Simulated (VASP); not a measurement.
A run of VASP 6.6.1:

The input INCAR:

```
PREC     = Accurate       # precision mode
ENCUT    = 520            # plane-wave cutoff, eV
EDIFF    = 1E-6           # SCF threshold, eV
ISMEAR   = 0              # smearing method
SIGMA    = 0.1            # smearing width, eV
LREAL    = False          # projectors in reciprocal space
LASPH    = True           # aspherical terms in the spheres
NELM     = 100            # most SCF steps
ALGO     = Normal         # electronic algorithm
ISIF     = 2              # what is computed and relaxed
LWAVE    = False          # write WAVECAR
LCHARG   = False          # write CHGCAR
LDIPOL   = True         
IDIPOL   = 3            
DIPOL    = 0.5 0.5 0.336
GGA      = PE             # functional
IVDW     = 12             # dispersion correction
NBANDS   = 40             # bands
```

File KPOINTS:

```
regular mesh
0
Gamma
  7 7 1
```

POSCAR

```
Ge4F
1.0
    4.0303587907      0.0000000000      0.0000000000
    0.0000000000      4.0303587907      0.0000000000
    0.0000000000      0.0000000000     21.6416627718
Ge F
4 1
Direct
    0.0000000000      0.5000000000      0.1848286817
    0.0000000000      0.0000000000      0.2506714513
    0.5000000000      0.0000000000      0.3196569899
    0.5000000000      0.5000000000      0.3854446333
    0.6250000000      0.8750000000      0.5379282957
```

Potentials or basis: VASP PAW PBE potentials, release 64 (Ge_d, F).

The run is started by

```console
$ cat potpaw_PBE.64/Ge_d/POTCAR potpaw_PBE.64/F/POTCAR > POTCAR
$ mpirun -np 1 vasp_std > vasp.out
```

Hardware: 1 thread of Intel(R) Xeon(R) 6975P-C (Granite Rapids), on a shared host.

Problem. How long does it take, and how much memory?

Solution. Wall time 6.1 min on 1 thread of Intel(R) Xeon(R) 6975P-C (Granite Rapids), on a shared host, peak memory 0.53 GiB. Counts: scf iterations 30, k points 25.
